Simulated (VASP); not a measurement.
Os: single point with PBE

The system is Os.

```
Os
1.0
     0.00000    2.06687    2.06687
     2.06687    0.00000    2.06687
     2.06687    2.06687    0.00000
Os
1
Direct
  0.00000 0.00000 0.00000
```

* Program: VASP 6.6.1
* Task: single point
* Functional: PBE
* Potentials or basis: VASP PAW PBE potentials, release 64 (Os)
* Cutoff: 520 eV
* k mesh: 14 × 14 × 14
* Occupations: gaussian, width 0.05 eV
* Spin: no spin polarisation

* Pressure: -49.2 GPa
* Band gap on the k mesh: zero (band 4 reaches 8.23 eV, above the bottom of band 5 at 5.24 eV)

Levels at points of the mesh, in eV from the Fermi level:
```tsv
k point	band 1	band 2	band 3	band 4	band 5	band 6	band 7	band 8
(0.00, 0.00, 0.00)	-8.79	-2.09	-2.09	-2.09	0.01	0.01	14.27	18.77
(0.50, 0.00, 0.00)	-5.76	-2.18	-2.18	0.04	1.67	1.67	6.41	13.77
(0.50, 0.50, 0.00)	-5.44	-4.87	1.62	2.08	2.13	2.13	8.92	10.90
```

It took 5.6 s on 1 thread of Intel(R) Xeon(R) 6975P-C (Granite Rapids), on a shared host, peak memory 0.15 GiB.

Caveat: spin-orbit coupling is left out, which moves the levels of the heavy elements.
